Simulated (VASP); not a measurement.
# TaV (P-1) in VASP: single point with PBE

Aim: the single point of TaV with PBE.

Program: VASP 6.6.1. These are calculated values, not measurements. Logs are shortened: lines on timing, memory, paths and dates and some standing lists are left out, and cuts for length are marked.

### 1 The cell of the first run

The typed cell holds 20 atoms: a = 6.883 Å, b = 6.884 Å, c = 7.778 Å, α = 68.33°, β = 68.34°, γ = 79.87°.

### 2 Single point, PBE

The input, INCAR:

```
PREC = Accurate ; ENCUT = 520
EDIFF = 1E-6 ; ISMEAR = 0
SIGMA = 0.1 ; LREAL = Auto
LASPH = True ; NELM = 60
ALGO = Fast ; ISIF = 2
LWAVE = False ; LCHARG = True
GGA = PE ; LELF = True
LVHAR = True ; ISYM = 0
NBANDS = 136
```

The input, KPOINTS:

```
Automatic mesh
0
Gamma
  2 2 2
  0.5 0.5 0.5
```

The input, POSCAR:

```
TaV
1.0
    4.3561823870     -2.9799341044     -4.4181098130
    4.3562593367     -2.9805007847      4.4184886780
   -0.7591328795     -7.7404437269      0.0004480637
V Ta
10 10
Direct
    0.1813813295      0.4311232896      0.5394796035
    0.9781755148      0.2254699519      0.3562071702
    0.6816408275      0.9309143205      0.5481859743
    0.4708210162      0.7231061638      0.3582510482
    0.2651177614      0.5165444722      0.1641239484
    0.0209117067      0.7730202266      0.6460011600
    0.8177142698      0.5673661200      0.4627276895
    0.5282948744      0.2753779159      0.6439422553
    0.3174600988      0.0675839182      0.4540185758
    0.7339870320      0.4819449869      0.8380822872
    0.0692114781      0.3281010442      0.9470486739
    0.8753956907      0.1350265584      0.7372915256
    0.7676640279      1.0168571761      0.1626177685
    0.5748877066      0.8139202309     -0.0485115935
    0.3854840310      0.6247880461      0.7402747732
    0.1236920261      0.8634797776      0.2649080220
    0.9298850940      0.6703925994      0.0551558118
    0.6136125668      0.3736876021      0.2619476356
    0.4242076211      0.1845639184      1.0507262782
    0.2314282617     -0.0183571966      0.8395824075
```

Potentials or basis: VASP PAW PBE potentials, release 64 (V_sv, Ta_pv).

Run with:

```bash
cat potpaw_PBE.64/V_sv/POTCAR potpaw_PBE.64/Ta_pv/POTCAR > POTCAR
mpirun -np 1 vasp_std > vasp.out
```

OUTCAR:

```text
PREC = Accurate
   ENCUT = 520
   EDIFF = 1E-6
   ISMEAR = 0
   LREAL = Auto
   LASPH = True
   NELM = 60
   ISIF = 2
   GGA = PE
   ISYM = 0

 ion  position               nearest neighbor table
   1  0.181  0.431  0.539-   5 2.61   4 2.69   6 2.70   7 2.71   8 2.72   9 2.74  12 2.79  11 2.81
                            16 3.02  18 3.02  15 3.16  20 3.17
   2  0.978  0.225  0.356-  12 2.63   9 2.65   5 2.67   7 2.70   3 2.73  16 2.76  18 2.79  11 2.84
                            17 3.15  19 3.16  13 3.22
   3  0.682  0.931  0.548-   6 2.65   8 2.67  13 2.68   2 2.73   7 2.74  14 2.77   9 2.78  15 2.79
                            12 3.09  16 3.10  18 3.12  20 3.14
   4  0.471  0.723  0.358-  15 2.65  16 2.67   9 2.67   1 2.69  18 2.70   7 2.72  13 2.73  14 2.82
                            17 3.23  19 3.24
   5  0.265  0.517  0.164-   1 2.61  17 2.66  19 2.66   2 2.67  18 2.70  16 2.70  14 2.81  15 2.91
                            11 3.20
   6  0.021  0.773  0.646-  16 2.63   3 2.65  10 2.67   1 2.70   9 2.73  12 2.76  15 2.79  17 2.84
                            11 3.15  14 3.16  20 3.22
   7  0.818  0.567  0.463-  10 2.61   8 2.69   2 2.70   1 2.71   4 2.72   3 2.74  16 2.79  17 2.81
                            12 3.02  15 3.02  18 3.16  13 3.17
   8  0.528  0.275  0.644-  18 2.65  12 2.67   3 2.67   7 2.69  15 2.70   1 2.72  20 2.73  19 2.82
                            11 3.23  14 3.24
   9  0.317  0.068  0.454-   2 2.65   4 2.67  20 2.68   6 2.73   1 2.74  19 2.77   3 2.78  18 2.79
                            16 3.09  12 3.10  15 3.12  13 3.14
  10  0.734  0.482  0.838-   7 2.61  11 2.66  14 2.66   6 2.67  15 2.70  12 2.70  19 2.81  18 2.91
                            17 3.20
  11  0.069  0.328  0.947-  10 2.66  17 2.69  20 2.73  19 2.76   1 2.81   2 2.84  15 2.84  13 2.84
                             6 3.15  12 3.17   5 3.20   8 3.23  18 3.24  16 3.30
  12  0.875  0.135  0.737-   2 2.63   8 2.67  10 2.70   6 2.76  20 2.77   1 2.79  14 2.88  13 2.93
                             7 3.02   3 3.09   9 3.10  11 3.17  19 3.22  17 3.30
  13  0.768  0.017  0.163-   3 2.68   4 2.73  17 2.73  19 2.74  18 2.76  16 2.77  11 2.84  12 2.93
                             9 3.14   7 3.17  14 3.22   2 3.22  20 3.29
  14  0.575  0.814  0.951-  10 2.66  20 2.74  17 2.76   3 2.77   5 2.81   4 2.82  19 2.85  12 2.88
                            15 3.14  18 3.14   6 3.16  16 3.22  13 3.22   8 3.24
  15  0.385  0.625  0.740-   4 2.65  10 2.70   8 2.70  20 2.76   3 2.79   6 2.79  11 2.84   5 2.91
                             7 3.02   9 3.12  14 3.14  19 3.14   1 3.16  17 3.24
  16  0.124  0.863  0.265-   6 2.63   4 2.67   5 2.70   2 2.76  13 2.77   7 2.79  19 2.88  20 2.93
                             1 3.02   9 3.09   3 3.10  17 3.17  14 3.22  11 3.30
  17  0.930  0.670  0.055-   5 2.66  11 2.69  13 2.73  14 2.76   7 2.81   6 2.84  18 2.84  20 2.84
                             2 3.15  16 3.17  10 3.20   4 3.23  15 3.24  12 3.30
  18  0.614  0.374  0.262-   8 2.65   5 2.70   4 2.70  13 2.76   9 2.79   2 2.79  17 2.84  10 2.91
                             1 3.02   3 3.12  19 3.14  14 3.14   7 3.16  11 3.24
  19  0.424  0.185  0.051-   5 2.66  13 2.74  11 2.76   9 2.77  10 2.81   8 2.82  14 2.85  16 2.88
                            18 3.14  15 3.14   2 3.16  12 3.22  20 3.22   4 3.24
  20  0.231  0.982  0.840-   9 2.68   8 2.73  11 2.73  14 2.74  15 2.76  12 2.77  17 2.84  16 2.93
                             3 3.14   1 3.17  19 3.22   6 3.22  13 3.29

IMPORTANT INFORMATION: All symmetrisations will be switched off!
NOSYMM: (Re-)initialisation of all symmetry stuff for point group C_1.

[... 134 lines left out ...]
   GGA     = PE    functional components
   LHFCALC =     F    Hartree Fock is set to
   AEXX    =    0.0000 exact exchange contribution
   IVDW    =     0    specifies the selected vdW correction
   LEPSILON=     F    determine dielectric tensor
   LRPA    =     F    only Hartree local field effects (RPA)
 non-spin polarized calculation
 RMM-DIIS sequential band-by-band and
 Gauss-broadening in eV      SIGMA  =   0.10
  energy-cutoff  :      520.00
  volume of cell :      317.95
 maximum number of plane-waves:      8566
 NGX is ok and might be reduce to    54
   NGX = 25   NGY = 25   NGZ = 29

 number of electron     240.0000024 magnetization

 Free energy of the ion-electron system (eV)
  ---------------------------------------------------
  ext. energy  EPLUGINS =         0.00000000
  ---------------------------------------------------
  free energy    TOTEN  =      -207.21341106 eV

  energy without entropy =     -207.12386507  energy(sigma->0) =     -207.16863807

 E-fermi :   7.2130     XC(G=0): -12.6769

 val. band max:        7.2079888443   @ k =  -0.2500  -0.2500   0.2500
 cond. band min:       7.2217624811   @ k =   0.2500  -0.2500   0.2500
 fundamental gap:      0.0137736368
 Fermi energy:         7.2130455229

 k-point     1 :       0.2500    0.2500    0.2500
  band No.  band energies     occupation
      1     -56.5864      2.00000
      2     -56.5588      2.00000
      3     -56.5108      2.00000
      4     -56.4922      2.00000
      5     -56.4390      2.00000
      6     -56.4316      2.00000
[... 529 lines left out ...]
    131       8.6639      0.00000
    132       8.7045      0.00000
 [bands above 132 left out]

------------------------ aborting loop because EDIFF is reached ----------------------------------------

  FORCE on cell =-STRESS in cart. coord.  units (eV):
  Direction    XX          YY          ZZ          XY          YZ          ZX
  --------------------------------------------------------------------------------------
  -------------------------------------------------------------------------------------
  Total        0.2479239      0.2490158      0.3562959      0.0304571      0.0143758      0.0065708
  in kB        1.2492950      1.2547971      1.7953847      0.1534741      0.0724399      0.0331107
  external PRESSURE =       1.4331589 kB  Pullay stress =       0.0000000 kB

 VOLUME and BASIS-vectors are now :
 -----------------------------------------------------------------------------
  energy-cutoff  :      520.00
  volume of cell :      317.95
      direct lattice vectors                 reciprocal lattice vectors
     4.356182387 -2.979934104 -4.418109813     0.107561959 -0.010555535 -0.113167330
     4.356259337 -2.980500785  4.418488678     0.107561135 -0.010542353  0.113164104
    -0.759132879 -7.740443727  0.000448064    -0.082826465 -0.121068474 -0.000007043

 POSITION                                       TOTAL-FORCE (eV/Angst)
 -----------------------------------------------------------------------------------
      2.25868     -6.00128      1.10379        -0.004651      0.000542      0.002069
      4.97291     -6.34411     -3.32529         0.003086      0.009364      0.004295
      6.60851     -9.04904      1.10192        -0.004084     -0.000001     -0.002886
      4.92906     -6.33126      1.11506         0.005356      0.006595     -0.003358
      3.28051     -3.59999      1.11110        -0.001915      0.008238     -0.002665
      2.96817     -7.36664      3.32348        -0.004233     -0.008050     -0.002635
[... 12 lines left out ...]
      2.61343     -2.20685     -1.05868         0.002972     -0.011184     -0.007676
      4.64708    -10.11417      3.31528         0.003578      0.002040     -0.010142
 -----------------------------------------------------------------------------------
    total drift:                                0.003838      0.003092      0.006800

  FREE ENERGIE OF THE ION-ELECTRON SYSTEM (eV)
  ---------------------------------------------------
  free  energy   TOTEN  =      -207.2134110604 eV

  energy  without entropy=     -207.1238650729  energy(sigma->0) =     -207.16863807
```

Wall time 15 min (1 thread of Oxide Virtual Turin-like, shared host); peak memory 0.45 GiB.

What came out:

```
Free energy            : -207.2134 eV
Pressure               : 0.1 GPa
Largest force          : 0.017 eV/Å
Band gap on the k mesh : zero (band 120 reaches 7.22 eV, above the bottom of band 121 at 7.08 eV)
```

Forces on the atoms (eV/Å):
```
V   -0.005  0.001  0.002
V    0.003  0.009  0.004
V   -0.004  0.000 -0.003
V    0.005  0.007 -0.003
V   -0.002  0.008 -0.003
V   -0.004 -0.008 -0.003
V    0.005  0.001 -0.003
V   -0.004 -0.006  0.007
V    0.005 -0.001  0.006
V   -0.001 -0.009  0.000
Ta  -0.013  0.009 -0.004
Ta  -0.005  0.001  0.002
Ta  -0.004 -0.003  0.009
Ta  -0.003  0.011  0.007
Ta   0.007  0.000  0.001
Ta   0.005 -0.001 -0.005
Ta   0.014 -0.010  0.004
Ta  -0.006  0.000  0.000
Ta   0.003 -0.011 -0.008
Ta   0.004  0.002 -0.010
```

Caveat: the k points lie up to 0.49 Å⁻¹ apart; spin-orbit coupling is left out, which moves the levels of the heavy elements.
